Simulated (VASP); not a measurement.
Input of a VASP 6.6.1 run:

The input INCAR:

```
ALGO = Normal ; EDIFF = 1E-8
ENCUT = 520 ; GGA = PE
ISIF = 2 ; ISMEAR = -1
LASPH = True ; LCHARG = False
LEFG = True ; LREAL = False
LWAVE = False ; NBANDS = 12
NELM = 100 ; PREC = Accurate
SIGMA = 0.05
```

The input KPOINTS:

```
k-points
0
Gamma
  14 14 14
```

File POSCAR:

```
Ti
1.0
   -1.6518678664      1.6518678664      1.6518678664
    1.6518678664     -1.6518678664      1.6518678664
    1.6518678664      1.6518678664     -1.6518678664
Ti
1
Direct
    0.0000000000      0.0000000000      0.0000000000
```

Potentials or basis: VASP PAW PBE potentials, release 64 (Ti_sv).

Run with:

```bash
$ cat potpaw_PBE.64/Ti_sv/POTCAR > POTCAR
$ mpirun -np 1 vasp_std > vasp.out
```

(1) Predict the band gap on the k mesh.

(2) What does it give for the pressure?

## Answers

(1) zero (band 6 reaches 8.66 eV, above the bottom of band 7 at 7.06 eV).

(2) -4.5 GPa.

Caveat: without QUAD_EFG the Cq values of the log hold for a quadrupole moment of 1 mb, not for the nuclei.
